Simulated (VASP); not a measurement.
Input of a VASP 6.6.1 run:

File INCAR:

```
SYSTEM = SnO
PREC     = Accurate       ! precision mode
ENCUT    = 520            ! plane-wave cutoff, eV
EDIFF    = 1E-6           ! SCF threshold, eV
ISMEAR   = 0              ! smearing method
SIGMA    = 0.15           ! smearing width, eV
LREAL    = .FALSE.        ! projectors in reciprocal space
LASPH    = .TRUE.         ! aspherical terms in the spheres
NELM     = 60             ! most SCF steps
ALGO     = Normal         ! electronic algorithm
ISIF     = 2              ! what is computed and relaxed
LWAVE    = .FALSE.        ! write WAVECAR
LCHARG   = .FALSE.        ! write CHGCAR
GGA      = PS             ! functional
NBANDS   = 28             ! bands
```

Contents of KPOINTS:

```
Automatic mesh
0
G
  10 10 8
  0 0 0
```

File POSCAR:

```
SnO
1.0
    3.8042540618      0.0000000000      0.0000000000
    0.0000000000      3.8042540618      0.0000000000
    0.0000000000      0.0000000000      4.8693000000
Sn O
2 2
Direct
    0.0000000000      0.5000000000      0.2424656060
    0.5000000000      0.0000000000      0.7575343940
    0.0000000000      0.0000000000      0.0000000000
    0.5000000000      0.5000000000      0.0000000000
```

Potentials or basis: VASP PAW PBE potentials, release 64 (Sn_d, O).

The run is started by

```console
$ cat potpaw_PBE.64/Sn_d/POTCAR potpaw_PBE.64/O/POTCAR > POTCAR
$ mpirun -np 1 vasp_std > vasp.out
```

Question: Estimate the largest force.

Answer: 0.351 eV/Å.

Question: What does it give for the pressure?

Answer: -1.7 GPa.

Question: Predict the band gap on the k mesh.

Answer: Zero (bands 20 and 21 overlap by 0.12 eV).

Stress tensor (GPa, compression positive):
```
-1.23  0.00  0.00
 0.00 -1.23  0.00
 0.00  0.00 -2.62
```

Caveat: semilocal functionals underestimate gaps, so a narrow gap can read as zero; the PAW data sets were made with another functional, which shifts forces and pressure a little; spin-orbit coupling is left out, which moves the levels of the heavy elements.
